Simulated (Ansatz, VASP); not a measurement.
One calculation of Zr4ScO, two programs

Contents of INCAR:

```
PREC     = Accurate       # precision mode
ENCUT    = 600            # plane-wave cutoff, eV
EDIFF    = 1E-7           # SCF threshold, eV
ISMEAR   = 0              # smearing method
SIGMA    = 0.1            # smearing width, eV
LREAL    = False          # projectors in reciprocal space
LASPH    = True           # aspherical terms in the spheres
NELM     = 120            # most SCF steps
ALGO     = Normal         # electronic algorithm
ISIF     = 3              # what is computed and relaxed
LWAVE    = False          # write WAVECAR
LCHARG   = False          # write CHGCAR
GGA      = PE             # functional
IBRION   = 2              # ionic algorithm
NSW      = 100            # ionic steps
EDIFFG   = -0.01          # ionic threshold
GGA_COMPAT= False        
NELMIN   = 4
```

KPOINTS

```
regular mesh
0
Gamma
  8 8 8
```

File POSCAR:

```
Zr4ScO
1.0
    0.0000000000      4.4927917547      4.4927917547
    4.4927917547      0.0000000000      4.4927917547
    4.4927917547      4.4927917547      0.0000000000
Zr Sc O
4 1 1
Direct
    0.3838977568      0.8483067297      0.3838977568
    0.3838977568      0.3838977568      0.3838977568
    0.8483067297      0.3838977568      0.3838977568
    0.3838977568      0.3838977568      0.8483067297
    0.7500000000      0.7500000000      0.7500000000
    0.2500000000      0.2500000000      0.2500000000
```

Input for Ansatz:

```yaml
crystal:
  lattice:
    - [0.0, 4.4927917547, 4.4927917547]
    - [4.4927917547, 0.0, 4.4927917547]
    - [4.4927917547, 4.4927917547, 0.0]
  atoms:
    - { symbol: Zr, position: [0.3838977568, 0.8483067297, 0.3838977568] }
    - { symbol: Zr, position: [0.3838977568, 0.3838977568, 0.3838977568] }
    - { symbol: Zr, position: [0.8483067297, 0.3838977568, 0.3838977568] }
    - { symbol: Zr, position: [0.3838977568, 0.3838977568, 0.8483067297] }
    - { symbol: Sc, position: [0.75, 0.75, 0.75] }
    - { symbol: O, position: [0.25, 0.25, 0.25] }
basis:
  ecutwfc: 420
kpoints:
  mp_grid: { grid: [8, 8, 8] }
hamiltonian:
  xc: pbe
scf:
  occupations: { method: gaussian, width: 0.1 }
output:
  forces: true
  stress: true
  eigenvalues: true
  write_density: true
  write_potential: true
  elf: true
  volumetric_format: npy
relax:
  adjacent_minimum: "off"
  f_tol: 0.01
  max_steps: 80
  cell: { stress_tol: 0.05 }
```

Alike in both runs: task relaxation of cell and atoms; functional PBE; k mesh 8 × 8 × 8; occupations gaussian, width 0.1 eV; no spin polarisation.

|  | VASP | Ansatz |
| --- | --- | --- |
| version | VASP 6.6.1 | Ansatz 0.2.0 |
| potentials or method | VASP PAW PBE potentials, release 64 (Zr_sv, Sc_sv, O), cutoff 600 eV | scalar-relativistic, plane waves, PAW |
| valence electrons in the cell | 65 | 65 |

```tsv
	VASP	Ansatz	Ansatz less VASP
gap on the k mesh at the Fermi level, each at its own relaxed structure (eV)	none	none	-
relaxed volume (Å³/atom)	30.23	30.21	-0.020
relaxed length of the cell vector where the two differ most in proportion (Å)	6.354	6.352	-0.0014
```

A gap of «none» marks a metal or a gap that the smearing closes.
